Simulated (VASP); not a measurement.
## Pb: single point with r2SCAN

The system is Pb.

```
Pb
1.0
     3.20160    0.00000    0.00000
    -1.60080    2.77267    0.00000
     0.00000    0.00000    6.03720
Pb
2
Direct
  0.33333 0.66667 0.25000
  0.66667 0.33333 0.75000
```

This cell differs from its parent crystal: strain -0.080 along x and y, +0.080 along z.

- Program: VASP 6.6.1
- Task: single point
- Functional: r2SCAN
- Potentials or basis: VASP PAW PBE potentials, release 64 (Pb_d)
- Cutoff: 520 eV
- k mesh: 18 × 18 × 10
- Occupations: gaussian, width 0.15 eV
- Spin: no spin polarisation
- Dipole correction: no
- Further INCAR settings: ALGO = Normal; EDIFF = 1e-06; NBANDS = 21

```yaml
Pressure: 10.6 GPa
Band_gap_on_the_k_mesh: zero (bands 14 and 15 overlap by 7.96 eV)
```

Stress tensor (GPa, compression positive):
```
13.95  0.00  0.00
 0.00 13.95  0.00
 0.00  0.00  3.95
```

Levels at points of the mesh, in eV from the Fermi level:
| k point | band 12 | band 13 | band 14 | band 15 | band 16 | band 17 |
| --- | --- | --- | --- | --- | --- | --- |
| (0.00, 0.00, 0.00) | -10.13 | -5.37 | 5.47 | 8.55 | 8.55 | 10.20 |
| (0.50, 0.00, 0.00) | -7.22 | -3.96 | -2.94 | -0.56 | 1.88 | 3.57 |
| (0.00, 0.00, 0.50) | -12.22 | -0.86 | -0.86 | 9.31 | 9.31 | 9.31 |
| (0.50, 0.00, 0.50) | -7.55 | -4.54 | -4.54 | 3.02 | 3.02 | 4.78 |

Run time: 13 min on 1 thread of Intel(R) Xeon(R) Platinum 8259CL CPU @ 2.50GHz (Skylake/Cascade Lake) (shared host), peak memory 0.32 GiB.

Caveat: the cell differs from its parent crystal (strain -0.080 along x and y, +0.080 along z); the cell stands under pressure; the PAW data sets were made with another functional, which shifts forces and pressure a little; spin-orbit coupling is left out, which moves the levels of the heavy elements.
